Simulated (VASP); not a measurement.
# In (P6_3/mmc) in VASP: settings compared, part 2 of 2

VASP 6.6.1. The steps go on from the part before.

## 4. Single point, LDA

This run uses another cell than the first one, of 24.64 Å³/atom.

Contents of INCAR:

```
SYSTEM = In
PREC = Accurate ; ENCUT = 520
EDIFF = 1E-7 ; ISMEAR = -1
SIGMA = 0.05 ; LREAL = .FALSE.
LASPH = .TRUE. ; NELM = 100
ALGO = Fast ; ISIF = 2
LWAVE = .FALSE. ; LCHARG = .FALSE.
NBANDS = 20
```

Contents of KPOINTS:

```
Automatic mesh
0
G
  9 9 5
  0 0 0
```

Contents of POSCAR:

```
In
1.0
    3.2680163044      0.0000000000      0.0000000000
   -1.6340081522      2.8301851396      0.0000000000
    0.0000000000      0.0000000000      5.3274586506
In
2
Direct
    0.6666666667      0.3333333333      0.7500000000
    0.3333333333      0.6666666667      0.2500000000
```

Potentials or basis: VASP PAW LDA potentials, release 64 (In_d).

On the command line:

```sh
cat potpaw_LDA.64/In_d/POTCAR > POTCAR
mpirun -np 1 vasp_std > vasp.out
```

OUTCAR:

```text
SYSTEM = In
   PREC = Accurate
   ENCUT = 520
   EDIFF = 1E-7
   ISMEAR = -1
   LREAL = .FALSE.
   LASPH = .TRUE.
   NELM = 100
   ISIF = 2

 ion  position               nearest neighbor table
   1  0.667  0.333  0.750-   2 3.26   2 3.26   2 3.26   2 3.26   2 3.26   2 3.26
   2  0.333  0.667  0.250-   1 3.26   1 3.26   1 3.26   1 3.26   1 3.26   1 3.26

  LATTYP: Found a hexagonal cell.
 ALAT       =     3.2680163044
 C/A-ratio  =     1.6301811724

  Lattice vectors:

 A1 = (   3.2680163044,   0.0000000000,   0.0000000000)
 A2 = (  -1.6340081522,   2.8301851396,   0.0000000000)
 A3 = (   0.0000000000,   0.0000000000,   5.3274586506)

Analysis of symmetry for initial positions (statically):
=====================================================================
 Subroutine PRICEL returns:
 Original cell was already a primitive cell.

 Routine SETGRP: Setting up the symmetry group for a
 hexagonal supercell.

 Subroutine GETGRP returns: Found 24 space group operations
 (whereof 12 operations were pure point group operations)
 out of a pool of 24 trial point group operations.

The static configuration has the point symmetry D_3d.
 The point group associated with its full space group is D_6h.

Analysis of symmetry for dynamics (positions and initial velocities):
=====================================================================
 Subroutine PRICEL returns:
 Original cell was already a primitive cell.

 Routine SETGRP: Setting up the symmetry group for a
 hexagonal supercell.

 Subroutine GETGRP returns: Found 24 space group operations
 (whereof 12 operations were pure point group operations)
 out of a pool of 24 trial point group operations.

The dynamic configuration has the point symmetry D_3d.
 The point group associated with its full space group is D_6h.

 Subroutine INISYM returns: Found 24 space group operations
 (whereof 12 operations are pure point group operations),
 and found     1 'primitive' translations

----------------------------------------------------------------------------------------

                                     Primitive cell

  volume of cell :      49.2742

  direct lattice vectors                    reciprocal lattice vectors
     3.268016304  0.000000000  0.000000000     0.305996025  0.176666888  0.000000000
    -1.634008152  2.830185140  0.000000000     0.000000000  0.353333775  0.000000000
     0.000000000  0.000000000  5.327458651     0.000000000  0.000000000  0.187706760

  length of vectors
     3.268016304  3.268016304  5.327458651     0.353333775  0.353333775  0.187706760

  position of ions in fractional coordinates (direct lattice)
     0.666666667  0.333333333  0.750000000
     0.333333333  0.666666667  0.250000000

  ion indices of the primitive-cell ions
   primitive index   ion index
                 1           1
                 2           2

----------------------------------------------------------------------------------------

 KPOINTS: Automatic mesh

Automatic generation of k-mesh.
 Grid dimensions read from file:
 generate k-points for:    9    9    5

 Generating k-lattice:

  Cartesian coordinates                     Fractional coordinates (reciprocal lattice)
     0.033999558  0.019629654  0.000000000     0.111111111  0.000000000  0.000000000
     0.000000000  0.039259308  0.000000000     0.000000000  0.111111111  0.000000000
     0.000000000  0.000000000  0.037541352     0.000000000  0.000000000  0.200000000

  Length of vectors
     0.039259308  0.039259308  0.037541352

  Shift w.r.t. Gamma in fractional coordinates (k-lattice)
     0.000000000  0.000000000  0.000000000

 Subroutine IBZKPT returns following result:
 ===========================================

 Found     36 irreducible k-points:

 Following reciprocal coordinates:
            Coordinates               Weight
  0.000000  0.000000  0.000000      1.000000
  0.111111  0.000000  0.000000      6.000000
  0.222222  0.000000  0.000000      6.000000
  0.333333  0.000000  0.000000      6.000000
  0.444444  0.000000  0.000000      6.000000
  0.111111  0.111111  0.000000      6.000000
[... 16 lines left out ...]
  0.333333  0.222222  0.200000     24.000000
  0.333333  0.333333  0.200000      4.000000
 [... further k-points ...]
   k-points           NKPTS =     36   k-points in BZ     NKDIM =     36   number of bands    NBANDS=     20
   number of dos      NEDOS =    301   number of ions     NIONS =      2
   total plane-waves  NPLWV =  23040
   dimension x,y,z NGX =    24 NGY =   24 NGZ =   40
   dimension x,y,z NGXF=    48 NGYF=   48 NGZF=   80
   ions per type =               2
   NGX,Y,Z   is equivalent  to a cutoff of  12.21, 12.21, 12.48 a.u.
   NGXF,Y,Z  is equivalent  to a cutoff of  24.42, 24.42, 24.96 a.u.
 SYSTEM =  In
   PREC   = accura    normal or accurate (medium, high low for compatibility)
   ISTART =      0    job   : 0-new  1-cont  2-samecut
   ICHARG =      2    charge: 1-file 2-atom 10-const
   ISPIN  =      1    spin polarized calculation?
   LNONCOLLINEAR =      F non collinear calculations
   LSORBIT =      F    spin-orbit coupling
   LASPH  =      T    aspherical Exc in radial PAW
   ENCUT  =  520.0 eV  38.22 Ry    6.18 a.u.   6.08  6.08  9.91*2*pi/ulx,y,z
   NELM   =    100;   NELMIN=  2; NELMDL= -5     # of ELM steps
   EDIFF  = 0.1E-06   stopping-criterion for ELM
   LREAL  =      F    real-space projection
   EDIFFG = 0.1E-05   stopping-criterion for IOM
   NSW    =      0    number of steps for IOM
   IBRION =     -1    ionic relax: 0-MD 1-quasi-New 2-CG
   NFREE  =      0    steps in history (QN), initial steepest desc. (CG)
   ISIF   =      2    stress and relaxation
   ISYM   =      2    0-nonsym 1-usesym 2-fastsym
   POTIM  = 0.5000    time-step for ionic-motion
   TEBEG  =    0.0;   TEEND  =   0.0 temperature during run
   PSTRESS=    0.0 pullay stress
   NELECT =      26.0000    total number of electrons
   NUPDOWN=      -1.0000    fix difference up-down
   EMIN   =  10.00;   EMAX   =-10.00  energy-range for DOS
   EFERMI =   0.00;   METHOD = LEGACY
   ISMEAR =    -1;   SIGMA  =   0.05  broadening in eV -4-tet -1-fermi 0-gaus
   EFERMI_NEDOS =   21; number of points for ismear=-14 and -15
   IALGO  =     68    algorithm
   IMIX   =      4    mixing-type and parameters
     AMIX     =   0.40;   BMIX     =  1.00
     AMIX_MAG =   1.60;   BMIX_MAG =  1.00
  volume/ion in A,a.u.               =      24.64       166.26
  Fermi-wavevector in a.u.,A,eV,Ry     =   1.322898  2.499914 23.810986  1.750058
  Thomas-Fermi vector in A             =   2.452545
   LORBIT       =      0    0 simple, 1 ext, 2 COOP (PROOUT), +10 PAW based schemes
   GGA     = CA    functional components
   LHFCALC =     F    Hartree Fock is set to
   AEXX    =    0.0000 exact exchange contribution
   IVDW    =     0    specifies the selected vdW correction
   LEPSILON=     F    determine dielectric tensor
   LRPA    =     F    only Hartree local field effects (RPA)
 non-spin polarized calculation
 RMM-DIIS sequential band-by-band and
  energy-cutoff  :      520.00
  volume of cell :       49.27
 maximum number of plane-waves:      1350
   NGX = 13   NGY = 13   NGZ = 19

 number of electron      26.0000030 magnetization

 Free energy of the ion-electron system (eV)
  ---------------------------------------------------
  ext. energy  EPLUGINS =         0.00000000
  ---------------------------------------------------
  free energy    TOTEN  =        -6.40058991 eV

  energy without entropy =       -6.39243469  energy(sigma->0) =       -6.39651230

 E-fermi :   7.9578     XC(G=0): -10.8181

 val. band max:        7.8839591441   @ k =   0.3333   0.2222   0.2000
 cond. band min:       8.0473235844   @ k =   0.3333   0.1111   0.4000
 fundamental gap:      0.1633644403
 Fermi energy:         7.9578369479

 k-point     1 :       0.0000    0.0000    0.0000
  band No.  band energies     occupation
      1      -6.7940      2.00000
      2      -6.6988      2.00000
      3      -6.6738      2.00000
      4      -6.6738      2.00000
      5      -6.6382      2.00000
      6      -6.6382      2.00000
[... 12 lines left out ...]
     19      19.0881      0.00000
     20      19.6696      0.00000
[... 507 lines left out ...]
 k-point    24 :       0.3333    0.3333    0.2000
  band No.  band energies     occupation
      1      -6.8049      2.00000
      2      -6.7114      2.00000
      3      -6.7114      2.00000
      4      -6.5634      2.00000
      5      -6.5634      2.00000
      6      -6.5628      2.00000
[... 12 lines left out ...]
     19      14.9658      0.00000
     20      23.1902      0.00000

 [... further k-points ...]

------------------------ aborting loop because EDIFF is reached ----------------------------------------

  FORCE on cell =-STRESS in cart. coord.  units (eV):
  Direction    XX          YY          ZZ          XY          YZ          ZX
  --------------------------------------------------------------------------------------
  -------------------------------------------------------------------------------------
  Total        0.0090299      0.0090299      0.0050933      0.0000000     -0.0000000      0.0000000
  in kB        0.2936133      0.2936133      0.1656128      0.0000000     -0.0000000      0.0000000
  external PRESSURE =       0.2509465 kB  Pullay stress =       0.0000000 kB

 VOLUME and BASIS-vectors are now :
 -----------------------------------------------------------------------------
  energy-cutoff  :      520.00
  volume of cell :       49.27
      direct lattice vectors                 reciprocal lattice vectors
     3.268016304  0.000000000  0.000000000     0.305996025  0.176666888  0.000000000
    -1.634008152  2.830185140  0.000000000     0.000000000  0.353333775  0.000000000
     0.000000000  0.000000000  5.327458651     0.000000000  0.000000000  0.187706760

 POSITION                                       TOTAL-FORCE (eV/Angst)
 -----------------------------------------------------------------------------------
      1.63401      0.94340      3.99559        -0.000000      0.000000      0.000000
     -0.00000      1.88679      1.33186         0.000000     -0.000000      0.000000
 -----------------------------------------------------------------------------------
    total drift:                               -0.000000      0.000000      0.000000

  FREE ENERGIE OF THE ION-ELECTRON SYSTEM (eV)
  ---------------------------------------------------
  free  energy   TOTEN  =        -6.4005899102 eV

  energy  without entropy=       -6.3924346866  energy(sigma->0) =       -6.39651230
```

OSZICAR:

```text
N       E                     dE             d eps       ncg     rms          rms(c)
DAV:   1     0.214043215304E+03    0.21404E+03   -0.13354E+04  1460   0.187E+03
DAV:   2     0.101923342411E+02   -0.20385E+03   -0.20015E+03  1452   0.380E+02
DAV:   3    -0.599210507098E+01   -0.16184E+02   -0.16105E+02  1688   0.122E+02
DAV:   4    -0.645299777349E+01   -0.46089E+00   -0.46066E+00  1768   0.223E+01
DAV:   5    -0.647957540353E+01   -0.26578E-01   -0.26576E-01  2072   0.446E+00    0.400E+00
RMM:   6    -0.641630931934E+01    0.63266E-01   -0.93191E-02  1695   0.402E+00    0.206E+00
RMM:   7    -0.640122257858E+01    0.15087E-01   -0.38520E-02  1662   0.198E+00    0.325E-01
RMM:   8    -0.640039606903E+01    0.82651E-03   -0.67223E-03  2044   0.118E+00    0.194E-01
RMM:   9    -0.640055961600E+01   -0.16355E-03   -0.18159E-03  2119   0.358E-01    0.412E-01
RMM:  10    -0.640066575722E+01   -0.10614E-03   -0.51967E-04  1978   0.211E-01    0.165E-01
RMM:  11    -0.640061594854E+01    0.49809E-04   -0.20677E-04  1868   0.200E-01    0.116E-01
RMM:  12    -0.640062008481E+01   -0.41363E-05   -0.89563E-05  2145   0.775E-02    0.127E-01
RMM:  13    -0.640062299813E+01   -0.29133E-05   -0.18341E-05  2362   0.316E-02    0.149E-01
RMM:  14    -0.640059438658E+01    0.28612E-04   -0.44847E-05  2010   0.938E-02    0.432E-02
RMM:  15    -0.640058972950E+01    0.46571E-05   -0.15690E-05  1700   0.528E-02    0.117E-02
RMM:  16    -0.640058983952E+01   -0.11001E-06   -0.18749E-06  2075   0.116E-02    0.131E-02
RMM:  17    -0.640058991022E+01   -0.70698E-07   -0.63322E-07  1408   0.643E-03
   1 F= -.64005899E+01 E0= -.63965123E+01  d E =-.815522E-02
```

stdout:

```text
POSCAR found type information on POSCAR In
 POSCAR found :  1 types and       2 ions
 scaLAPACK will be used
 LDA part: xc-table for (Slater(with rela. corr.)+CA(PZ))
 , standard interpolation
 POSCAR, INCAR and KPOINTS ok, starting setup
 FFT: planning ... GRIDC
 FFT: planning ... GRID_SOFT
 FFT: planning ... GRID
 WAVECAR not read
 entering main loop
 num prob WARNING in EDDRMM: call to ZHEGV failed, returncode =   6  3     18
```

Run time: 41 s. Hardware: 1 thread of AMD EPYC 7R43 (Zen 3), shared host; peak memory 0.12 GiB.

Results:

```yaml
Free_energy: -6.4006 eV
Pressure: 0.0 GPa
Band_gap_on_the_k_mesh: zero (bands 13 and 14 overlap by 4.42 eV)
```

Levels at points of the mesh, in eV from the Fermi level:
```tsv
k point	band 10	band 11	band 12	band 13	band 14	band 15	band 16	band 17
(0.00, 0.00, 0.00)	-14.29	-10.03	-4.43	-3.65	8.60	8.60	10.57	10.57
```

Caveat: spin-orbit coupling is left out, which moves the levels of the heavy elements.

## 5. The runs side by side

```csv
level,potentials or basis,cell,k mesh,cutoff (eV),smearing,tolerance level,purpose,start,dipole correction,gap on the mesh (eV),pressure (GPa)
SCAN,"VASP PAW PBE potentials, release 64 (In_d)","a = 3.335, b = 3.335, c = 5.509 Å, angles 90.0, 90.0, 120.0°, 2 atoms",11 × 11 × 6,440,methfessel-paxton 0.1 eV,tight,restart,from scratch,-,none,-0.4
PBEsol+D3(BJ),"VASP PAW PBE potentials, release 64 (In_d)","a = 3.255, b = 3.255, c = 5.299 Å, angles 90.0, 90.0, 120.0°, 2 atoms",9 × 9 × 5,520,fermi-dirac 0.05 eV,-,-,-,no,none,-0.1
LDA,"VASP PAW LDA potentials, release 64 (In_d)","a = 3.268, b = 3.268, c = 5.327 Å, angles 90.0, 90.0, 120.0°, 2 atoms",9 × 9 × 5,520,fermi-dirac 0.05 eV,-,-,-,no,none,0.0
```

Alike in all rows: task single point; no spin polarisation.

Caveats: spin-orbit coupling is left out, which moves the levels of the heavy elements; the PAW data sets were made with another functional, which shifts forces and pressure a little (at least some runs).

Total energies depend on the potentials used, so only differences within one code and one set of settings carry meaning.
